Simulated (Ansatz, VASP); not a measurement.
# One calculation of Te2Mo, two programs

The input POSCAR:

```
Te2Mo
1.0
    3.4463798477      0.0000000000      0.0000000000
   -1.7231899238      2.9846524992      0.0000000000
    0.0000000000      0.0000000000     13.6883444487
Te Mo
4 2
Direct
    0.6666666667      0.3333333333      0.3790000000
    0.3333333333      0.6666666667      0.8790000000
    0.6666666667      0.3333333333      0.1210000000
    0.3333333333      0.6666666667      0.6210000000
    0.6666666667      0.3333333333      0.7500000000
    0.3333333333      0.6666666667      0.2500000000
```

The input INCAR.step1:

```
ALGO = Normal
EDIFF = 1E-4
ENCUT = 520
GGA = PE
ISMEAR = -1
LASPH = True
LCHARG = False
LREAL = False
LWAVE = True
NBANDS = 35
NELM = 60
PREC = Accurate
SIGMA = 0.05
```

The input INCAR.step2:

```
ALGO = Normal
EDIFF = 1E-6
ENCUT = 520
ISIF = 2
ISMEAR = -1
ISTART = 1
IVDW = 13
LASPH = True
LCHARG = False
LMIXTAU = True
LREAL = False
LWAVE = False
METAGGA = R2SCAN
NBANDS = 35
NELM = 60
PREC = Accurate
SIGMA = 0.05
VDW_A1 = 0.51559235
VDW_A2 = 5.77342911
VDW_S6 = 1.0
VDW_S8 = 0.6018749
```

File KPOINTS:

```
k-points
0
Gamma
  9 9 2
```

Contents of input.yaml:

```yaml
crystal:
  lattice:
    - [3.4463798477, 0.0, 0.0]
    - [-1.7231899238, 2.9846524992, 0.0]
    - [0.0, 0.0, 13.6883444487]
  atoms:
    - { symbol: Te, position: [0.6666666667, 0.3333333333, 0.379] }
    - { symbol: Te, position: [0.3333333333, 0.6666666667, 0.879] }
    - { symbol: Te, position: [0.6666666667, 0.3333333333, 0.121] }
    - { symbol: Te, position: [0.3333333333, 0.6666666667, 0.621] }
    - { symbol: Mo, position: [0.6666666667, 0.3333333333, 0.75] }
    - { symbol: Mo, position: [0.3333333333, 0.6666666667, 0.25] }
hamiltonian:
  xc: r2scan
  pseudopotentials: { kind: paw }
  dispersion: d4
kpoints:
  mp_grid: { grid: [9, 9, 2] }
scf:
  occupations: { method: fermi_dirac, width: 0.05 }
output:
  forces: true
  stress: true
  eigenvalues: true
  write_density: true
  write_potential: true
  elf: true
  volumetric_format: npy
```

Alike in both runs: task single point; functional r2SCAN; dispersion D4; k mesh 9 × 9 × 2; occupations fermi-dirac, width 0.05 eV; no spin polarisation.

```csv
,VASP,Ansatz
version,VASP 6.6.1,Ansatz 0.2.0
potentials or method,"VASP PAW PBE potentials, release 64 (Te, Mo_sv)",Ansatz PAW
plane-wave cutoff (eV),520,500
valence electrons in the cell,52,92
```

|  | VASP | Ansatz | Ansatz less VASP |
| --- | --- | --- | --- |
| gap on the k mesh at the Fermi level (eV) | 0.85 | 0.86 | +0.008 |
| least direct gap on the mesh (eV) | 1.23 | 1.23 | -0.002 |
| pressure (GPa) | 8.9 | 8.7 | -0.15 |
| traceless stress, the component that is largest in VASP (GPa) | 0.78 | 0.71 | -0.073 |
| rms of the force components (eV/Å) | 0.425 | 0.410 | -0.0148 |

VASP's potentials were made for PBE, not for r2SCAN. Atom by atom the forces differ by 0.015 eV/Å (rms over components). VASP's potentials hold 52 valence electrons a cell and Ansatz's 92, so a difference there can come from the potentials and not from the codes.

Spin-orbit coupling is off throughout. Noted on Ansatz's run: odd divisions of the mesh miss points on the zone boundary, where band edges often lie, so the gap on the mesh can be too wide.
